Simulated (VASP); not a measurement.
Input of a VASP 6.6.1 run:

File INCAR:

```
SYSTEM = NaCl
PREC = Accurate
ENCUT = 520
EDIFF = 1E-6
ISMEAR = -1
SIGMA = 0.02
LREAL = .False.
LASPH = .True.
NELM = 60
ALGO = Normal
ISIF = 2
LWAVE = .False.
LCHARG = .True.
GGA = PE
LELF = .True.
LVHAR = .True.
NBANDS = 14
```

Contents of KPOINTS:

```
regular mesh
0
Gamma
  8 8 8
  0 0 0
```

POSCAR

```
NaCl
1.0
    0.0000000000      2.8470933840      2.8470933840
    2.8470933840      0.0000000000      2.8470933840
    2.8470933840      2.8470933840      0.0000000000
Na Cl
1 1
Direct
    0.0000000000      0.0000000000      0.0000000000
    0.5000000000      0.5000000000      0.5000000000
```

Potentials or basis: VASP PAW PBE potentials, release 64 (Na_pv, Cl).

The run is started by

```sh
$ cat potpaw_PBE.64/Na_pv/POTCAR potpaw_PBE.64/Cl/POTCAR > POTCAR
$ mpirun -np 1 vasp_std > vasp.out
```

Task: What does it give for the band gap on the k mesh?

Result: 5.00 eV.

Task: Predict the pressure.

Result: 0.0 GPa.

A k mesh can miss the band edges.
